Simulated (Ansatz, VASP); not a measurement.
**RePd: VASP beside Ansatz**

```
Re Pd
1.0
     2.74716    0.00000    0.00000
    -1.37358    2.37911    0.00000
     0.00000    0.00000    4.54786
Re Pd
1 1
Direct
  0.00000 0.00000 0.00000
  0.66667 0.33333 0.50000
```

Alike in both runs: functional PBE; k mesh 24 × 24 × 12; occupations gaussian, width 0.1 eV; no spin polarisation.

Ansatz relaxed the structure, and its values are those at the end. VASP's run is a single point on that final structure, the one shown.

|  | VASP | Ansatz |
| --- | --- | --- |
| version | VASP 6.6.1 | Ansatz 0.2.0 |
| potentials or method | VASP PAW PBE potentials, release 64 (Re, Pd), cutoff 520 eV | scalar-relativistic, plane waves, PAW |
| valence electrons in the cell | 17 | 33 |

|  | VASP | Ansatz | Ansatz less VASP |
| --- | --- | --- | --- |
| gap on the k mesh at the Fermi level (eV) | none | none | - |
| pressure (GPa) | -0.6 | 0.0 | +0.60 |

A gap of «none» marks a metal or a gap that the smearing closes. The functional is the same, so the differences come from potentials, cutoffs and numerics. VASP's potentials hold 17 valence electrons a cell and Ansatz's 33, so a difference there can come from the potentials and not from the codes.

Spin-orbit coupling is off throughout.
